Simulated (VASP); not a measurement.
# Sb in VASP: notebook

Sb is run at these levels: PBE; tasks: single point, relaxation of cell and atoms.

Program: VASP 6.6.1. These are calculated values, not measurements. Logs are shortened: lines on timing, memory, paths and dates and some standing lists are left out, and cuts for length are marked.

**1. The cell of the first run**

Symmetry: Pm-3m, No. 221, cubic system. Conventional cell: a = 3.110 Å, b = 3.110 Å, c = 3.110 Å, α = 90.00°, β = 90.00°, γ = 90.00°. Within 4.1 Å of Sb (site symmetry m-3m) lie 6 Sb at 3.11 Å.

This isn't the form of Sb at room conditions, which is rhombohedral.

**2. Single point, PBE**

File INCAR:

```
SYSTEM = Sb
PREC = Accurate ; ENCUT = 520
EDIFF = 1E-6 ; ISMEAR = 0
SIGMA = 0.2 ; LREAL = .False.
LASPH = .True. ; NELM = 80
ALGO = Normal ; ISIF = 2
LWAVE = .False. ; LCHARG = .True.
GGA = PE ; LELF = .True.
LVHAR = .True. ; NBANDS = 18
```

File KPOINTS:

```
Automatic mesh
0
Gamma
  8 4 4
  0 0 0
```

File POSCAR:

```
Sb
1.0
    0.0000000000      3.1095510566      0.0000000000
    0.0000000000      0.0000000000      6.2190664274
    6.2191021132      0.0000000000      0.0000000000
Sb
4
Direct
    0.5000000000      0.0000000000      0.2500000000
    0.5000000000      0.5000000000      0.2500000000
    0.5000000000      0.0000000000      0.7500000000
    0.5000000000      0.5000000000      0.7500000000
```

Potentials or basis: VASP PAW PBE potentials, release 64 (Sb).

Launch:

```sh
$ cat potpaw_PBE.64/Sb/POTCAR > POTCAR
$ mpirun -np 1 vasp_std > vasp.out
```

OUTCAR:

```text
SYSTEM = Sb
   PREC = Accurate
   ENCUT = 520
   EDIFF = 1E-6
   ISMEAR = 0
   LREAL = .False.
   LASPH = .True.
   NELM = 80
   ISIF = 2
   GGA = PE

 ion  position               nearest neighbor table
   1  0.500  0.000  0.250-   2 3.11   2 3.11   3 3.11   3 3.11
   2  0.500  0.500  0.250-   1 3.11   1 3.11   4 3.11   4 3.11
   3  0.500  0.000  0.750-   4 3.11   4 3.11   1 3.11   1 3.11
   4  0.500  0.500  0.750-   3 3.11   3 3.11   2 3.11   2 3.11

  LATTYP: Found a simple tetragonal cell.
 ALAT       =     6.2190664274
 C/A-ratio  =     0.5000028691

  Lattice vectors:

 A1 = (   0.0000000000,   0.0000000000,   6.2190664274)
 A2 = (   6.2191021132,   0.0000000000,   0.0000000000)
 A3 = (   0.0000000000,   3.1095510566,   0.0000000000)

Analysis of symmetry for initial positions (statically):
=====================================================================
 Subroutine PRICEL returns following result:

  LATTYP: Found a simple cubic cell.
 ALAT       =     3.1095510566

  Lattice vectors:

 A1 = (   0.0000000000,   3.1095510566,   0.0000000000)
 A2 = (   0.0000000000,   0.0000000000,   3.1095332137)
 A3 = (   3.1095510566,   0.0000000000,   0.0000000000)

   4 primitive cells build up your supercell.

 Routine SETGRP: Setting up the symmetry group for a
 simple tetragonal supercell.

 Subroutine GETGRP returns: Found 16 space group operations
 (whereof  8 operations were pure point group operations)
 out of a pool of 16 trial point group operations.

The static configuration has the point symmetry D_2h.
 The point group associated with its full space group is D_4h.

Analysis of symmetry for dynamics (positions and initial velocities):
=====================================================================
 Subroutine PRICEL returns following result:

  LATTYP: Found a simple cubic cell.
 ALAT       =     3.1095510566

  Lattice vectors:

 A1 = (   0.0000000000,   3.1095510566,   0.0000000000)
 A2 = (   0.0000000000,   0.0000000000,   3.1095332137)
 A3 = (   3.1095510566,   0.0000000000,   0.0000000000)

   4 primitive cells build up your supercell.

 Routine SETGRP: Setting up the symmetry group for a
 simple tetragonal supercell.

 Subroutine GETGRP returns: Found 16 space group operations
 (whereof  8 operations were pure point group operations)
 out of a pool of 16 trial point group operations.

The dynamic configuration has the point symmetry D_2h.
 The point group associated with its full space group is D_4h.

 Subroutine INISYM returns: Found 16 space group operations
 (whereof  8 operations are pure point group operations),
 and found     4 'primitive' translations

----------------------------------------------------------------------------------------

                                     Primitive cell

  volume of cell :      30.0670

  direct lattice vectors                    reciprocal lattice vectors
     0.000000000  3.109551057  0.000000000     0.000000000  0.321589831  0.000000000
     0.000000000  0.000000000  3.109533214     0.000000000  0.000000000  0.321591677
     3.109551057  0.000000000  0.000000000     0.321589831  0.000000000  0.000000000

  length of vectors
     3.109551057  3.109533214  3.109551057     0.321589831  0.321591677  0.321589831

  position of ions in fractional coordinates (direct lattice)
     0.500000000  0.000000000  0.500000000

  ion indices of the primitive-cell ions
   primitive index   ion index
                 1           1

----------------------------------------------------------------------------------------

 KPOINTS: Automatic mesh

Automatic generation of k-mesh.
 Grid dimensions read from file:
 generate k-points for:    8    4    4

 Generating k-lattice:

  Cartesian coordinates                     Fractional coordinates (reciprocal lattice)
     0.000000000  0.040198729  0.000000000     0.125000000  0.000000000  0.000000000
     0.000000000  0.000000000  0.040198960     0.000000000  0.250000000  0.000000000
     0.040198729  0.000000000  0.000000000     0.000000000  0.000000000  0.250000000

  Length of vectors
     0.040198729  0.040198960  0.040198729

  Shift w.r.t. Gamma in fractional coordinates (k-lattice)
     0.000000000  0.000000000  0.000000000

 Subroutine IBZKPT returns following result:
 ===========================================

 Found     30 irreducible k-points:

 Following reciprocal coordinates:
            Coordinates               Weight
  0.000000  0.000000  0.000000      1.000000
  0.125000  0.000000  0.000000      2.000000
  0.250000  0.000000  0.000000      2.000000
  0.375000  0.000000  0.000000      2.000000
  0.500000  0.000000  0.000000      1.000000
  0.000000  0.250000  0.000000      4.000000
[... 16 lines left out ...]
  0.250000  0.500000  0.250000      8.000000
  0.375000  0.500000  0.250000      8.000000
 [... further k-points ...]
   k-points           NKPTS =     30   k-points in BZ     NKDIM =     30   number of bands    NBANDS=     18
   number of dos      NEDOS =    301   number of ions     NIONS =      4
   total plane-waves  NPLWV =  55296
   dimension x,y,z NGX =    24 NGY =   48 NGZ =   48
   dimension x,y,z NGXF=    48 NGYF=   96 NGZF=   96
   ions per type =               4
   NGX,Y,Z   is equivalent  to a cutoff of  12.83, 12.83, 12.83 a.u.
   NGXF,Y,Z  is equivalent  to a cutoff of  25.66, 25.66, 25.66 a.u.
 SYSTEM =  Sb
   PREC   = accura    normal or accurate (medium, high low for compatibility)
   ISTART =      0    job   : 0-new  1-cont  2-samecut
   ICHARG =      2    charge: 1-file 2-atom 10-const
   ISPIN  =      1    spin polarized calculation?
   LNONCOLLINEAR =      F non collinear calculations
   LSORBIT =      F    spin-orbit coupling
   LASPH  =      T    aspherical Exc in radial PAW
   ENCUT  =  520.0 eV  38.22 Ry    6.18 a.u.   5.78 11.56 11.56*2*pi/ulx,y,z
   NELM   =     80;   NELMIN=  2; NELMDL= -5     # of ELM steps
   EDIFF  = 0.1E-05   stopping-criterion for ELM
   LREAL  =      F    real-space projection
   EDIFFG = 0.1E-04   stopping-criterion for IOM
   NSW    =      0    number of steps for IOM
   IBRION =     -1    ionic relax: 0-MD 1-quasi-New 2-CG
   NFREE  =      0    steps in history (QN), initial steepest desc. (CG)
   ISIF   =      2    stress and relaxation
   ISYM   =      2    0-nonsym 1-usesym 2-fastsym
   POTIM  = 0.5000    time-step for ionic-motion
   TEBEG  =    0.0;   TEEND  =   0.0 temperature during run
   PSTRESS=    0.0 pullay stress
   NELECT =      20.0000    total number of electrons
   NUPDOWN=      -1.0000    fix difference up-down
   EMIN   =  10.00;   EMAX   =-10.00  energy-range for DOS
   EFERMI =   0.00;   METHOD = LEGACY
   ISMEAR =     0;   SIGMA  =   0.20  broadening in eV -4-tet -1-fermi 0-gaus
   EFERMI_NEDOS =   21; number of points for ismear=-14 and -15
   IALGO  =     38    algorithm
   IMIX   =      4    mixing-type and parameters
     AMIX     =   0.40;   BMIX     =  1.00
     AMIX_MAG =   1.60;   BMIX_MAG =  1.00
  volume/ion in A,a.u.               =      30.07       202.90
  Fermi-wavevector in a.u.,A,eV,Ry     =   0.900260  1.701245 11.027088  0.810468
  Thomas-Fermi vector in A             =   2.023196
   LORBIT       =      0    0 simple, 1 ext, 2 COOP (PROOUT), +10 PAW based schemes
   GGA     = PE    functional components
   LHFCALC =     F    Hartree Fock is set to
   AEXX    =    0.0000 exact exchange contribution
   IVDW    =     0    specifies the selected vdW correction
   LEPSILON=     F    determine dielectric tensor
   LRPA    =     F    only Hartree local field effects (RPA)
 non-spin polarized calculation
 Gauss-broadening in eV      SIGMA  =   0.20
  energy-cutoff  :      520.00
  volume of cell :      120.27
 maximum number of plane-waves:      3260
 NGX is ok and might be reduce to    24

 number of electron      19.9999998 magnetization

 Free energy of the ion-electron system (eV)
  ---------------------------------------------------
  ext. energy  EPLUGINS =         0.00000000
  ---------------------------------------------------
  free energy    TOTEN  =       -16.33582948 eV

  energy without entropy =      -16.27813728  energy(sigma->0) =      -16.30698338

 E-fermi :   6.9894     XC(G=0):  -9.5935

 val. band max:        6.9699473408   @ k =   0.3750   0.5000   0.2500
 cond. band min:       7.2402464799   @ k =   0.2500   0.0000   0.0000
 fundamental gap:      0.2702991391
 Fermi energy:         6.9893559139

 k-point     1 :       0.0000    0.0000    0.0000
  band No.  band energies     occupation
      1      -5.2923      2.00000
      2      -2.9020      2.00000
      3      -2.9019      2.00000
      4      -0.3664      2.00000
      5       1.5114      2.00000
      6       1.5114      2.00000
[... 10 lines left out ...]
     17      13.9458      0.00000
     18      13.9458      0.00000

 k-point     2 :       0.1250    0.0000    0.0000
  band No.  band energies     occupation
      1      -5.0687      2.00000
      2      -2.6745      2.00000
      3      -2.6745      2.00000
      4      -0.1330      2.00000
      5       1.7237      2.00000
      6       1.7238      2.00000
[... 10 lines left out ...]
     17      12.4865      0.00000
     18      14.1242      0.00000

 k-point     3 :       0.2500    0.0000    0.0000
  band No.  band energies     occupation
      1      -4.4221      2.00000
      2      -2.0104      2.00000
      3      -2.0103      2.00000
      4       0.5594      2.00000
      5       2.3170      2.00000
      6       2.3171      2.00000
[... 10 lines left out ...]
     17      12.2271      0.00000
     18      13.1002      0.00000

 k-point     4 :       0.3750    0.0000    0.0000
  band No.  band energies     occupation
      1      -3.4917      2.00000
      2      -1.0270      2.00000
      3      -1.0269      2.00000
      4       1.6374      2.00000
      5       2.6211      2.00000
      6       3.1006      2.00000
[... 10 lines left out ...]
     17      11.8611      0.00000
     18      12.6858      0.00000

 k-point     5 :       0.5000    0.0000    0.0000
  band No.  band energies     occupation
      1      -2.9020      2.00000
      2      -0.3664      2.00000
      3      -0.3664      2.00000
      4       1.5114      2.00000
      5       2.4581      2.00000
      6       3.5338      2.00000
[... 10 lines left out ...]
     17      11.8784      0.00000
     18      12.2617      0.00000

 k-point     6 :       0.0000    0.2500    0.0000
  band No.  band energies     occupation
      1      -5.0687      2.00000
      2      -3.4916      2.00000
      3      -2.6745      2.00000
      4      -1.0269      2.00000
      5       1.7238      2.00000
      6       2.6211      2.00000
[... 10 lines left out ...]
     17      13.8721      0.00000
     18      14.1242      0.00000

 k-point     7 :       0.1250    0.2500    0.0000
  band No.  band energies     occupation
      1      -4.8449      2.00000
      2      -3.2659      2.00000
      3      -2.4469      2.00000
      4      -0.7966      2.00000
      5       1.9359      2.00000
      6       2.8351      2.00000
[... 10 lines left out ...]
     17      12.0840      0.00000
     18      14.6429      0.00000

 k-point     8 :       0.2500    0.2500    0.0000
  band No.  band energies     occupation
      1      -4.1979      2.00000
      2      -2.6101      2.00000
      3      -1.7822      2.00000
      4      -0.1192      2.00000
      5       2.5283      2.00000
      6       3.4336      2.00000
[... 10 lines left out ...]
     17      12.4150      0.00000
     18      12.6945      0.00000
[... 229 lines left out ...]
     17      11.5544      0.00000
     18      11.5545      0.00000

 k-point    20 :       0.5000    0.2500    0.2500
  band No.  band energies     occupation
      1      -2.4469      2.00000
      2      -0.7967      2.00000
      3      -0.7966      2.00000
      4       0.9080      2.00000
      5       1.9359      2.00000
      6       3.3098      2.00000
[... 10 lines left out ...]
     17      11.6067      0.00000
     18      11.9491      0.00000

 k-point    21 :       0.0000    0.5000    0.2500
  band No.  band energies     occupation
      1      -4.1979      2.00000
      2      -4.1979      2.00000
      3      -2.6102      2.00000
      4      -2.6102      2.00000
      5       3.4337      2.00000
      6       3.4337      2.00000
[... 10 lines left out ...]
     17      13.1291      0.00000
     18      13.1291      0.00000

 k-point    22 :       0.1250    0.5000    0.2500
  band No.  band energies     occupation
      1      -3.9735      2.00000
      2      -3.9735      2.00000
      3      -2.3839      2.00000
      4      -2.3839      2.00000
      5       3.6462      2.00000
      6       3.6462      2.00000
[... 10 lines left out ...]
     17      13.3586      0.00000
     18      13.3586      0.00000

 k-point    23 :       0.2500    0.5000    0.2500
  band No.  band energies     occupation
      1      -3.3237      2.00000
      2      -3.3237      2.00000
      3      -1.7251      2.00000
      4      -1.7251      2.00000
      5       4.2389      2.00000
      6       4.2389      2.00000
[... 10 lines left out ...]
     17      13.6380      0.00000
     18      13.6380      0.00000

 k-point    24 :       0.3750    0.5000    0.2500
  band No.  band energies     occupation
      1      -2.3839      2.00000
      2      -2.3839      2.00000
      3      -0.7578      2.00000
      4      -0.7578      2.00000
      5       3.6462      2.00000
      6       3.6462      2.00000
[... 10 lines left out ...]
     17      11.8324      0.00000
     18      11.8324      0.00000

 [... further k-points ...]

------------------------ aborting loop because EDIFF is reached ----------------------------------------

  FORCE on cell =-STRESS in cart. coord.  units (eV):
  Direction    XX          YY          ZZ          XY          YZ          ZX
  --------------------------------------------------------------------------------------
  -------------------------------------------------------------------------------------
  Total        0.1802727      0.1799861      0.1802707      0.0000000      0.0000000     -0.0000000
  in kB        2.4015414      2.3977225      2.4015138      0.0000000      0.0000000     -0.0000000
  external PRESSURE =       2.4002592 kB  Pullay stress =       0.0000000 kB

 VOLUME and BASIS-vectors are now :
 -----------------------------------------------------------------------------
  energy-cutoff  :      520.00
  volume of cell :      120.27
      direct lattice vectors                 reciprocal lattice vectors
     0.000000000  3.109551057  0.000000000     0.000000000  0.321589831  0.000000000
     0.000000000  0.000000000  6.219066427     0.000000000  0.000000000  0.160795838
     6.219102113  0.000000000  0.000000000     0.160794916  0.000000000  0.000000000

 POSITION                                       TOTAL-FORCE (eV/Angst)
 -----------------------------------------------------------------------------------
      1.55478      1.55478      0.00000         0.000000     -0.000000     -0.000000
      1.55478      1.55478      3.10953         0.000000      0.000000     -0.000000
      4.66433      1.55478      0.00000        -0.000000      0.000000      0.000000
      4.66433      1.55478      3.10953        -0.000000     -0.000000     -0.000000
 -----------------------------------------------------------------------------------
    total drift:                               -0.000000     -0.000000     -0.000000

  FREE ENERGIE OF THE ION-ELECTRON SYSTEM (eV)
  ---------------------------------------------------
  free  energy   TOTEN  =       -16.3358294826 eV

  energy  without entropy=      -16.2781372767  energy(sigma->0) =      -16.30698338
```

Wall time 75 s (1 thread of Intel Xeon 8259CL, shared host); peak memory 0.24 GiB.

What came out:

```yaml
Free_energy: -16.3358 eV
Pressure: 0.2 GPa
Band_gap_on_the_k_mesh: zero (bands 10 and 11 overlap by 5.24 eV)
```

Caveat: spin-orbit coupling is left out, which moves the levels of the heavy elements.

**3. Single point, PBE**

This run uses another cell than the first one: it holds 1 atom, not 4.

File INCAR:

```
SYSTEM = Sb
ALGO = Normal ; EDIFF = 1E-6
ENCUT = 520 ; GGA = PE
ISIF = 2 ; ISMEAR = 0
LASPH = .True. ; LCHARG = .True.
LELF = .True. ; LREAL = .False.
LVHAR = .True. ; LWAVE = .False.
NBANDS = 8 ; NELM = 80
PREC = Accurate ; SIGMA = 0.1
```

File KPOINTS:

```
k-points
0
Gamma
  18 18 18
  0 0 0
```

File POSCAR:

```
Sb
1.0
    3.1095510566      0.0000000000      0.0000000000
    0.0000000000      3.1095510566      0.0000000000
    0.0000000000      0.0000000000      3.1095332137
Sb
1
Direct
    0.5000000000      0.5000000000      0.0000000000
```

Potentials or basis: VASP PAW PBE potentials, release 64 (Sb).

Launch:

```sh
$ cat potpaw_PBE.64/Sb/POTCAR > POTCAR
$ mpirun -np 1 vasp_std > vasp.out
```

It took 45 s on 1 thread of Intel Xeon 8259CL, shared host; peak memory 0.18 GiB.

The run converged. Its results:

- Free energy: -4.0939 eV
- Pressure: 0.0 GPa
- Band gap on the k mesh: zero (an odd number of electrons rules out a gap without spin polarisation)

Levels at points of the mesh, in eV from the Fermi level:
| k point | band 1 | band 2 | band 3 | band 4 | band 5 | band 6 | band 7 | band 8 |
| --- | --- | --- | --- | --- | --- | --- | --- | --- |
| (0.00, 0.00, 0.00) | -12.36 | 3.22 | 3.22 | 3.22 | 6.88 | 6.88 | 8.18 | 17.56 |
| (0.50, 0.00, 0.00) | -9.97 | -5.55 | 5.20 | 5.20 | 8.95 | 10.55 | 11.39 | 11.39 |
| (0.50, 0.50, 0.00) | -7.43 | -3.53 | -3.53 | 2.18 | 7.21 | 12.74 | 13.20 | 13.20 |
| (0.50, 0.50, 0.50) | -4.61 | -1.63 | -1.63 | -1.63 | 4.81 | 4.81 | 4.81 | 6.94 |

Caveat: spin-orbit coupling is left out, which moves the levels of the heavy elements.

(Part 1 of 2 ends here.)
